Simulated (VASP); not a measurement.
# Ti (P6/mmm) in VASP: further runs

Aim: see how the results for Ti move with the level of theory and the settings. Levels: PBE+D4, PBE+D3(BJ). Tasks: single point.

Everything below comes from runs of VASP 6.6.1. Logs are shortened: lines on timing, memory, paths and dates and some standing lists are left out, and cuts for length are marked.

## 1. The cell of the first run

It takes space group P6/mmm (No. 191, hexagonal). Conventional cell: a = 4.554 Å, b = 4.554 Å, c = 2.816 Å, α = 90.00°, β = 90.00°, γ = 120.00°. Within 3.5 Å of Ti (site symmetry -6m2) lie 11 Ti at 2.63 to 2.98 Å. Within 3.7 Å of Ti (site symmetry 6/mmm) lie 14 Ti at 2.82 to 2.98 Å.

## 2. Single point, PBE+D4

INCAR

```
SYSTEM = Ti
PREC = Accurate
ENCUT = 520
EDIFF = 1E-6
ISMEAR = -1
SIGMA = 0.05
LREAL = .False.
LASPH = .True.
NELM = 80
ALGO = Fast
ISIF = 2
LWAVE = .False.
LCHARG = .True.
GGA = PE
IVDW = 13
LELF = .True.
LVHAR = .True.
NBANDS = 25
```

KPOINTS

```
Automatic mesh
0
Gamma
  7 7 9
  0 0 0
```

POSCAR

```
Ti
1.0
    4.5538688260      0.0000000000      0.0000000000
   -2.2769344130      3.9437660888      0.0000000000
    0.0000000000      0.0000000000      2.8158915823
Ti
3
Direct
    0.6666666667      0.3333333333      0.5000000000
    0.3333333333      0.6666666667      0.5000000000
    0.0000000000      0.0000000000      0.0000000000
```

Potentials or basis: VASP PAW PBE potentials, release 64 (Ti_sv).

Run with:

```sh
$ cat potpaw_PBE.64/Ti_sv/POTCAR > POTCAR
$ mpirun -np 1 vasp_std > vasp.out
```

OUTCAR:

```text
SYSTEM = Ti
   PREC = Accurate
   ENCUT = 520
   EDIFF = 1E-6
   ISMEAR = -1
   LREAL = .False.
   LASPH = .True.
   NELM = 80
   ISIF = 2
   GGA = PE
   IVDW = 13

 ion  position               nearest neighbor table
   1  0.667  0.333  0.500-   2 2.63   2 2.63   2 2.63
   2  0.333  0.667  0.500-   1 2.63   1 2.63   1 2.63
   3  0.000  0.000  0.000-

  LATTYP: Found a hexagonal cell.
 ALAT       =     4.5538688260
 C/A-ratio  =     0.6183514919

  Lattice vectors:

 A1 = (   4.5538688260,   0.0000000000,   0.0000000000)
 A2 = (  -2.2769344130,   3.9437660888,   0.0000000000)
 A3 = (   0.0000000000,   0.0000000000,   2.8158915823)

Analysis of symmetry for initial positions (statically):
=====================================================================
 Subroutine PRICEL returns:
 Original cell was already a primitive cell.

 Routine SETGRP: Setting up the symmetry group for a
 hexagonal supercell.

 Subroutine GETGRP returns: Found 24 space group operations
 (whereof 24 operations were pure point group operations)
 out of a pool of 24 trial point group operations.

The static configuration has the point symmetry D_6h.

Analysis of symmetry for dynamics (positions and initial velocities):
=====================================================================
 Subroutine PRICEL returns:
 Original cell was already a primitive cell.

 Routine SETGRP: Setting up the symmetry group for a
 hexagonal supercell.

 Subroutine GETGRP returns: Found 24 space group operations
 (whereof 24 operations were pure point group operations)
 out of a pool of 24 trial point group operations.

The dynamic configuration has the point symmetry D_6h.

 Subroutine INISYM returns: Found 24 space group operations
 (whereof 24 operations are pure point group operations),
 and found     1 'primitive' translations

----------------------------------------------------------------------------------------

                                     Primitive cell

  volume of cell :      50.5717

  direct lattice vectors                    reciprocal lattice vectors
     4.553868826  0.000000000  0.000000000     0.219593501  0.126782367  0.000000000
    -2.276934413  3.943766089  0.000000000     0.000000000  0.253564734  0.000000000
     0.000000000  0.000000000  2.815891582     0.000000000  0.000000000  0.355127309

  length of vectors
     4.553868826  4.553868826  2.815891582     0.253564734  0.253564734  0.355127309

  position of ions in fractional coordinates (direct lattice)
     0.666666667  0.333333333  0.500000000
     0.333333333  0.666666667  0.500000000
     0.000000000  0.000000000  0.000000000

  ion indices of the primitive-cell ions
   primitive index   ion index
                 1           1
                 2           2
                 3           3

----------------------------------------------------------------------------------------

 KPOINTS: Automatic mesh

Automatic generation of k-mesh.
 Grid dimensions read from file:
 generate k-points for:    7    7    9

 Generating k-lattice:

  Cartesian coordinates                     Fractional coordinates (reciprocal lattice)
     0.031370500  0.018111767  0.000000000     0.142857143  0.000000000  0.000000000
     0.000000000  0.036223533  0.000000000     0.000000000  0.142857143  0.000000000
     0.000000000  0.000000000  0.039458590     0.000000000  0.000000000  0.111111111

  Length of vectors
     0.036223533  0.036223533  0.039458590

  Shift w.r.t. Gamma in fractional coordinates (k-lattice)
     0.000000000  0.000000000  0.000000000

 Subroutine IBZKPT returns following result:
 ===========================================

 Found     40 irreducible k-points:

 Following reciprocal coordinates:
            Coordinates               Weight
  0.000000  0.000000  0.000000      1.000000
  0.142857 -0.000000  0.000000      6.000000
  0.285714 -0.000000  0.000000      6.000000
  0.428571  0.000000  0.000000      6.000000
  0.142857  0.142857  0.000000      6.000000
  0.285714  0.142857  0.000000     12.000000
[... 16 lines left out ...]
  0.428571  0.142857  0.222222     12.000000
  0.285714  0.285714  0.222222     12.000000
 [... further k-points ...]
   k-points           NKPTS =     40   k-points in BZ     NKDIM =     40   number of bands    NBANDS=     25
   number of dos      NEDOS =    301   number of ions     NIONS =      3
   total plane-waves  NPLWV =  31104
   dimension x,y,z NGX =    36 NGY =   36 NGZ =   24
   dimension x,y,z NGXF=    72 NGYF=   72 NGZF=   48
   ions per type =               3
   NGX,Y,Z   is equivalent  to a cutoff of  13.14, 13.14, 14.17 a.u.
   NGXF,Y,Z  is equivalent  to a cutoff of  26.28, 26.28, 28.34 a.u.
 SYSTEM =  Ti
   PREC   = accura    normal or accurate (medium, high low for compatibility)
   ISTART =      0    job   : 0-new  1-cont  2-samecut
   ICHARG =      2    charge: 1-file 2-atom 10-const
   ISPIN  =      1    spin polarized calculation?
   LNONCOLLINEAR =      F non collinear calculations
   LSORBIT =      F    spin-orbit coupling
   LASPH  =      T    aspherical Exc in radial PAW
   ENCUT  =  520.0 eV  38.22 Ry    6.18 a.u.   8.47  8.47  5.24*2*pi/ulx,y,z
   NELM   =     80;   NELMIN=  2; NELMDL= -5     # of ELM steps
   EDIFF  = 0.1E-05   stopping-criterion for ELM
   LREAL  =      F    real-space projection
   EDIFFG = 0.1E-04   stopping-criterion for IOM
   NSW    =      0    number of steps for IOM
   IBRION =     -1    ionic relax: 0-MD 1-quasi-New 2-CG
   NFREE  =      0    steps in history (QN), initial steepest desc. (CG)
   ISIF   =      2    stress and relaxation
   ISYM   =      2    0-nonsym 1-usesym 2-fastsym
   POTIM  = 0.5000    time-step for ionic-motion
   TEBEG  =    0.0;   TEEND  =   0.0 temperature during run
   PSTRESS=    0.0 pullay stress
   NELECT =      36.0000    total number of electrons
   NUPDOWN=      -1.0000    fix difference up-down
   EMIN   =  10.00;   EMAX   =-10.00  energy-range for DOS
   EFERMI =   0.00;   METHOD = LEGACY
   ISMEAR =    -1;   SIGMA  =   0.05  broadening in eV -4-tet -1-fermi 0-gaus
   EFERMI_NEDOS =   21; number of points for ismear=-14 and -15
   IALGO  =     68    algorithm
   IMIX   =      4    mixing-type and parameters
     AMIX     =   0.40;   BMIX     =  1.00
     AMIX_MAG =   1.60;   BMIX_MAG =  1.00
  volume/ion in A,a.u.               =      16.86       113.76
  Fermi-wavevector in a.u.,A,eV,Ry     =   1.461750  2.762307 29.071750  2.136713
  Thomas-Fermi vector in A             =   2.578045
   LORBIT       =      0    0 simple, 1 ext, 2 COOP (PROOUT), +10 PAW based schemes
   GGA     = PE    functional components
   LHFCALC =     F    Hartree Fock is set to
   AEXX    =    0.0000 exact exchange contribution
   IVDW    =    13    specifies the selected vdW correction
   LEPSILON=     F    determine dielectric tensor
   LRPA    =     F    only Hartree local field effects (RPA)
 non-spin polarized calculation
 RMM-DIIS sequential band-by-band and
  energy-cutoff  :      520.00
  volume of cell :       50.57
 maximum number of plane-waves:      1402
 NGX is ok and might be reduce to    36
   NGX = 17   NGY = 17   NGZ = 11

 number of electron      35.9999994 magnetization

 Free energy of the ion-electron system (eV)
  ---------------------------------------------------
  ext. energy  EPLUGINS =         0.00000000
  ---------------------------------------------------
  free energy    TOTEN  =       -23.53078481 eV

  energy without entropy =      -23.50868407  energy(sigma->0) =      -23.51973444

 E-fermi :   8.5387     XC(G=0): -11.6388

 val. band max:        8.5355708540   @ k =   0.4286   0.1429   0.3333
 cond. band min:       8.5767264562   @ k =   0.2857   0.1429   0.0000
 fundamental gap:      0.0411556022
 Fermi energy:         8.5386779087

 k-point     1 :       0.0000    0.0000    0.0000
  band No.  band energies     occupation
      1     -48.3140      2.00000
      2     -48.0572      2.00000
      3     -47.8859      2.00000
      4     -24.6329      2.00000
      5     -24.6329      2.00000
      6     -24.5352      2.00000
[... 17 lines left out ...]
     24      10.4713      0.00000
     25      10.4845      0.00000

 k-point     2 :       0.1429   -0.0000    0.0000
  band No.  band energies     occupation
      1     -48.3109      2.00000
      2     -48.0522      2.00000
      3     -47.8943      2.00000
      4     -24.6919      2.00000
      5     -24.6730      2.00000
      6     -24.4749      2.00000
[... 17 lines left out ...]
     24      10.1228      0.00000
     25      10.9055      0.00000

 k-point     3 :       0.2857   -0.0000    0.0000
  band No.  band energies     occupation
      1     -48.3044      2.00000
      2     -48.0370      2.00000
      3     -47.9167      2.00000
      4     -24.7634      2.00000
      5     -24.6737      2.00000
      6     -24.4003      2.00000
[... 17 lines left out ...]
     24      10.4766      0.00000
     25      11.3281      0.00000

 k-point     4 :       0.4286    0.0000    0.0000
  band No.  band energies     occupation
      1     -48.2994      2.00000
      2     -48.0166      2.00000
      3     -47.9426      2.00000
      4     -24.8042      2.00000
      5     -24.6193      2.00000
      6     -24.3891      2.00000
[... 17 lines left out ...]
     24      10.8332      0.00000
     25      11.0596      0.00000
[... 477 lines left out ...]
 k-point    22 :       0.2857    0.1429    0.2222
  band No.  band energies     occupation
      1     -48.2758      2.00000
      2     -47.9986      2.00000
      3     -47.9126      2.00000
      4     -24.7010      2.00000
      5     -24.6411      2.00000
      6     -24.4986      2.00000
[... 17 lines left out ...]
     24      10.7514      0.00000
     25      11.0704      0.00000

 k-point    23 :       0.4286    0.1429    0.2222
  band No.  band energies     occupation
      1     -48.2744      2.00000
      2     -47.9816      2.00000
      3     -47.9312      2.00000
      4     -24.7128      2.00000
      5     -24.6102      2.00000
      6     -24.5428      2.00000
[... 17 lines left out ...]
     24      10.9710      0.00000
     25      11.1721      0.00000

 k-point    24 :       0.2857    0.2857    0.2222
  band No.  band energies     occupation
      1     -48.2742      2.00000
      2     -47.9736      2.00000
      3     -47.9395      2.00000
      4     -24.6689      2.00000
      5     -24.6368      2.00000
      6     -24.5800      2.00000
[... 17 lines left out ...]
     24      11.1551      0.00000
     25      11.1798      0.00000

 [... further k-points ...]

------------------------ aborting loop because EDIFF is reached ----------------------------------------

  DFT-D4 for vdW energy calculation

  Edisp (eV):   -0.62278

  FORCE on cell =-STRESS in cart. coord.  units (eV):
  Direction    XX          YY          ZZ          XY          YZ          ZX
  --------------------------------------------------------------------------------------
  -------------------------------------------------------------------------------------
  Total      -0.10709    -0.10709    -0.09069     0.00000     0.00000     0.00000
  in kB      -3.39267    -3.39267    -2.87310     0.00000     0.00000     0.00000
  external pressure =       -3.22 kB  Pullay stress =        0.00 kB

 VOLUME and BASIS-vectors are now :
 -----------------------------------------------------------------------------
  energy-cutoff  :      520.00
  volume of cell :       50.57
      direct lattice vectors                 reciprocal lattice vectors
     4.553868826  0.000000000  0.000000000     0.219593501  0.126782367  0.000000000
    -2.276934413  3.943766089  0.000000000     0.000000000  0.253564734  0.000000000
     0.000000000  0.000000000  2.815891582     0.000000000  0.000000000  0.355127309

 POSITION                                       TOTAL-FORCE (eV/Angst)
 -----------------------------------------------------------------------------------
      2.27693      1.31459      1.40795         0.000000     -0.000000      0.000000
     -0.00000      2.62918      1.40795        -0.000000      0.000000     -0.000000
      0.00000      0.00000      0.00000         0.000000      0.000000      0.000000
 -----------------------------------------------------------------------------------
    total drift:                                0.000000      0.000000     -0.000000

  FREE ENERGIE OF THE ION-ELECTRON SYSTEM (eV)
  ---------------------------------------------------
  free  energy   TOTEN  =       -24.1535623058 eV

  energy  without entropy=      -24.1314615679  energy(sigma->0) =      -24.14251194
```

Run time: 1.7 min. Hardware: 1 thread of AMD EPYC 9R45 (Zen 5), shared host; peak memory 0.16 GiB.

Results:

| Property | Result |
| --- | --- |
| Free energy | -24.1536 eV |
| Pressure | -0.3 GPa |
| Band gap on the k mesh | zero (band 18 reaches 8.73 eV, above the bottom of band 19 at 8.46 eV) |
| Dispersion energy per atom | -0.208 eV |

Caveat: pairwise dispersion overbinds metals, which lowers pressure and volume.

## 3. Single point, PBE+D3(BJ)

This run uses another cell than the first one, of 17.02 Å³/atom, 1.010 times its volume.

INCAR

```
PREC = Accurate ; ENCUT = 520
EDIFF = 1E-6 ; ISMEAR = -1
SIGMA = 0.05 ; LREAL = False
LASPH = True ; NELM = 60
ALGO = Normal ; ISIF = 2
LWAVE = False ; LCHARG = False
GGA = PE ; IVDW = 12
NBANDS = 25
```

KPOINTS

```
Automatic mesh
0
Gamma
  7 7 9
```

POSCAR

```
Ti
1.0
    4.5673748306      0.0000000000      0.0000000000
   -2.2836874153      3.9554626319      0.0000000000
    0.0000000000      0.0000000000      2.8262442700
Ti
3
Direct
    0.6666666667      0.3333333333      0.5000000000
    0.3333333333      0.6666666667      0.5000000000
    0.0000000000      0.0000000000      0.0000000000
```

Potentials or basis: VASP PAW PBE potentials, release 64 (Ti_sv).

Run with:

```sh
$ cat potpaw_PBE.64/Ti_sv/POTCAR > POTCAR
$ mpirun -np 1 vasp_std > vasp.out
```

Run time: 31 s. Hardware: 1 thread of AMD EPYC 9R45 (Zen 5), shared host; peak memory 0.17 GiB.

Results (log left out):

```yaml
Free_energy: -25.3767 eV
Pressure: -5.5 GPa
Band_gap_on_the_k_mesh: zero (band 18 reaches 8.63 eV, above the bottom of band 19 at 8.37 eV)
Dispersion_energy_per_atom: -0.614 eV
```

Stress tensor (GPa, compression positive):
```
-5.42  0.00  0.00
 0.00 -5.42  0.00
 0.00  0.00 -5.54
```

Levels at points of the mesh, in eV from the Fermi level:
| k point | band 16 | band 17 | band 18 | band 19 | band 20 | band 21 |
| --- | --- | --- | --- | --- | --- | --- |
| (0.00, 0.00, 0.00) | -0.70 | -0.61 | -0.61 | -0.02 | 0.69 | 1.30 |

Caveat: three body term missing; pairwise dispersion overbinds metals, which lowers pressure and volume.
